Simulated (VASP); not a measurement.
# Ta3H in VASP: relaxation of the atoms with PBE

Aim: the relaxation of the atoms of Ta3H with PBE.

All numbers are computed with VASP 6.6.1; they aren't measurements. Logs are shortened: lines on timing, memory, paths and dates and some standing lists are left out, and cuts for length are marked.

**1. The cell of the first run**

The cell holds a slab with vacuum, 4 atoms: a = 2.874 Å, b = 2.874 Å, c = 20.027 Å, α = 90.00°, β = 90.00°, γ = 109.47°.

**2. Relaxation of the atoms, PBE**

Contents of INCAR:

```
PREC = Accurate
ENCUT = 520
EDIFF = 1E-6
ISMEAR = 0
SIGMA = 0.1
LREAL = False
LASPH = True
NELM = 100
ALGO = Normal
ISIF = 2
LWAVE = False
LCHARG = False
LDIPOL = True
IDIPOL = 3
DIPOL = 0.5 0.5 0.362
GGA = PE
IBRION = 2
NSW = 36
EDIFFG = -0.025
```

Contents of KPOINTS:

```
regular mesh
0
Gamma
  10 10 1
```

Contents of POSCAR:

```
Ta3H
1.0
    2.8743098524      0.0000000000      0.0000000000
   -0.9581032841      2.7099253172      0.0000000000
    0.0000000000      0.0000000000     20.0266897040
Ta H
3 1
Selective dynamics
Direct
    0.5000000000      0.5000000000      0.1997334587  F F F
    0.0000000000      0.0000000000      0.3127671377  F F F
    0.5000000000      0.5000000000      0.4257663064  F F F
    0.6666666667      1.3333333333      0.5081283899  F F T
```

Potentials or basis: VASP PAW PBE potentials, release 64 (Ta_pv, H).

Command:

```bash
cat potpaw_PBE.64/Ta_pv/POTCAR potpaw_PBE.64/H/POTCAR > POTCAR
mpirun -np 1 vasp_std > vasp.out
```

OUTCAR:

```text
PREC = Accurate
   ENCUT = 520
   EDIFF = 1E-6
   ISMEAR = 0
   LREAL = False
   LASPH = True
   NELM = 100
   ISIF = 2
   GGA = PE
   IBRION = 2
   NSW = 36
   EDIFFG = -0.025

 ion  position               nearest neighbor table
   1  0.500  0.500  0.200-   2 2.81   2 2.81   2 3.26   2 3.26
   2  0.000  0.000  0.313-   3 2.81   3 2.81   1 2.81   1 2.81   3 3.26   3 3.26   1 3.26   1 3.26

   3  0.500  0.500  0.426-   4 1.83   2 2.81   2 2.81   2 3.26   2 3.26
   4  0.667  0.333  0.508-   3 1.83

  LATTYP: Found a base centered orthorhombic cell.
 ALAT       =     3.3189671341
 B/A-ratio  =     1.4142135623
 C/A-ratio  =     6.0340126596

  Lattice vectors:

 A1 = (   2.8743098524,   0.0000000000,   0.0000000000)
 A2 = (  -0.9581032841,   2.7099253172,   0.0000000000)
 A3 = (   0.0000000000,   0.0000000000,  20.0266897040)

Analysis of symmetry for initial positions (statically):
=====================================================================
 Subroutine PRICEL returns:
 Original cell was already a primitive cell.

 Routine SETGRP: Setting up the symmetry group for a
 base centered orthorhombic supercell.

 Subroutine GETGRP returns: Found  2 space group operations
 (whereof  2 operations were pure point group operations)
 out of a pool of  8 trial point group operations.

The static configuration has the point symmetry C_1h.

Analysis of symmetry for dynamics (positions and initial velocities):
=====================================================================
 Subroutine PRICEL returns:
 Original cell was already a primitive cell.

 Routine SETGRP: Setting up the symmetry group for a
 base centered orthorhombic supercell.

 Subroutine GETGRP returns: Found  2 space group operations
 (whereof  2 operations were pure point group operations)
 out of a pool of  8 trial point group operations.

The dynamic configuration has the point symmetry C_1h.

Analysis of constrained symmetry for selective dynamics:
=====================================================================
 Subroutine PRICEL returns:
 Original cell was already a primitive cell.

 Routine SETGRP: Setting up the symmetry group for a
 base centered orthorhombic supercell.

 Subroutine GETGRP returns: Found  2 space group operations
[... 120 lines left out ...]
   EMIN   =  10.00;   EMAX   =-10.00  energy-range for DOS
   EFERMI =   0.00;   METHOD = LEGACY
   ISMEAR =     0;   SIGMA  =   0.10  broadening in eV -4-tet -1-fermi 0-gaus
   EFERMI_NEDOS =   21; number of points for ismear=-14 and -15
   IALGO  =     38    algorithm
   IMIX   =      4    mixing-type and parameters
     AMIX     =   0.40;   BMIX     =  1.00
     AMIX_MAG =   1.60;   BMIX_MAG =  1.00
  volume/ion in A,a.u.               =      39.00       263.17
  Fermi-wavevector in a.u.,A,eV,Ry     =   0.985223  1.861801 13.206684  0.970664
  Thomas-Fermi vector in A             =   2.116514
   LORBIT       =      0    0 simple, 1 ext, 2 COOP (PROOUT), +10 PAW based schemes
   GGA     = PE    functional components
   LHFCALC =     F    Hartree Fock is set to
   AEXX    =    0.0000 exact exchange contribution
   IVDW    =     0    specifies the selected vdW correction
   LEPSILON=     F    determine dielectric tensor
   LRPA    =     F    only Hartree local field effects (RPA)
 conjugate gradient relaxation of ions
 non-spin polarized calculation
 Gauss-broadening in eV      SIGMA  =   0.10
  energy-cutoff  :      520.00
  volume of cell :      155.99
 maximum number of plane-waves:      4238
 NGX is ok and might be reduce to    24
   NGX = 11   NGY = 11   NGZ = 75

 dipolmoment           0.000000      0.000000     -0.365959 electrons x Angstroem

--------------------------------------- Ionic step        1  -------------------------------------------

 number of electron      33.9999997 magnetization

 Free energy of the ion-electron system (eV)
  ---------------------------------------------------
  ext. energy  EPLUGINS =         0.00000000
  ---------------------------------------------------
  free energy    TOTEN  =       -36.58907937 eV

  energy without entropy =      -36.57171618  energy(sigma->0) =      -36.58039777

------------------------ aborting loop because EDIFF is reached ----------------------------------------

  FORCE on cell =-STRESS in cart. coord.  units (eV):
  Direction    XX          YY          ZZ          XY          YZ          ZX
  --------------------------------------------------------------------------------------
  -------------------------------------------------------------------------------------
  Total       -1.7047638     -1.8630125      0.6614463     -0.2237975     -1.4328993      2.0264249
  in kB      -17.5095393    -19.1349036      6.7936805     -2.2986123    -14.7172333     20.8133037
  external PRESSURE =      -9.9502541 kB  Pullay stress =       0.0000000 kB
[... 63 lines left out ...]
--------------------------------------- Ionic step        3  -------------------------------------------

 number of electron      33.9999997 magnetization

 dipolmoment           0.000000      0.000000      0.036080 electrons x Angstroem

 Free energy of the ion-electron system (eV)
  ---------------------------------------------------
  ext. energy  EPLUGINS =         0.00000000
  ---------------------------------------------------
  free energy    TOTEN  =       -36.58972647 eV

  energy without entropy =      -36.57241125  energy(sigma->0) =      -36.58106886

 E-fermi :  -1.2404     XC(G=0):  -5.5656

 val. band max:       -1.2499168125   @ k =  -0.2000   0.2000   0.0000
 cond. band min:      -1.2366331860   @ k =  -0.4000   0.2000   0.0000
 fundamental gap:      0.0132836265
 Fermi energy:        -1.2403644892

 k-point     1 :       0.0000    0.0000    0.0000
  band No.  band energies     occupation
      1     -35.6986      2.00000
      2     -35.4075      2.00000
      3     -35.0296      2.00000
      4     -34.9170      2.00000
      5     -34.7347      2.00000
      6     -34.7132      2.00000
[... 565 lines left out ...]
     20       0.7632      0.00000
     21       1.7137      0.00000

 [... further k-points ...]

------------------------ aborting loop because EDIFF is reached ----------------------------------------

 vacuum level on the upper side and lower side of the slab       (xc-potential included)         0.406        -0.409

  FORCE on cell =-STRESS in cart. coord.  units (eV):
  Direction    XX          YY          ZZ          XY          YZ          ZX
  --------------------------------------------------------------------------------------
  -------------------------------------------------------------------------------------
  Total       -1.6767011     -1.8500297      0.8380570     -0.2451236     -1.4773295      2.0892588
  in kB      -17.2213087    -19.0015575      8.6076393     -2.5176520    -15.1735739     21.4586673
  external PRESSURE =      -9.2050756 kB  Pullay stress =       0.0000000 kB
[... 19 lines left out ...]
  FREE ENERGIE OF THE ION-ELECTRON SYSTEM (eV)
  ---------------------------------------------------
  free  energy   TOTEN  =       -36.5897264731 eV

  energy  without entropy=      -36.5724112490  energy(sigma->0) =      -36.58106886

 reached required accuracy - stopping structural energy minimisation

 vacuum level on the upper side and lower side of the slab         4.405         3.568
```

It took 2.6 min on 1 thread of AMD EPYC 9R45 (Zen 5), shared host; peak memory 0.3 GiB.

What came out:

| Property | Result |
| --- | --- |
| Free energy | -36.5897 eV |
| Energy gained by relaxing | 0.2 meV/atom |
| Ionic steps | 3 |
| Band gap on the k mesh | zero (bands 17 and 18 overlap by 1.53 eV) |

Step by step:
| step | energy change (eV) | largest force on free atoms (eV/Å) | pressure (GPa) |
| --- | --- | --- | --- |
| 1 | 0.0000 | 0.1061 | -1.00 |
| 2 | -0.0004 | 0.0616 | -0.97 |
| 3 | -0.0006 | 0.0012 | -0.92 |

Final structure:
```yaml
crystal:
  lattice:
    - [2.87431, 0.00000, 0.00000]
    - [-0.95810, 2.70993, 0.00000]
    - [0.00000, 0.00000, 20.02669]
  atoms:
    - { symbol: Ta, position: [0.50000, 0.50000, 0.19973] }
    - { symbol: Ta, position: [0.00000, 0.00000, 0.31277] }
    - { symbol: Ta, position: [0.50000, 0.50000, 0.42577] }
    - { symbol: H, position: [0.66667, 0.33333, 0.50752] }
```

Levels at points of the mesh, in eV from the Fermi level:
```csv
k point,band 14,band 15,band 16,band 17,band 18,band 19,band 20,band 21
"(0.00, 0.00, 0.00)",-1.53,-0.76,-0.32,0.31,0.62,1.03,1.04,3.14
"(0.50, 0.00, 0.00)",-1.46,-1.43,-0.93,-0.02,0.94,1.68,3.09,3.46
"(0.50, 0.50, 0.00)",-2.50,-1.14,-0.74,1.18,1.51,2.20,2.84,3.72
```

Caveat: spin-orbit coupling is left out, which moves the levels of the heavy elements.
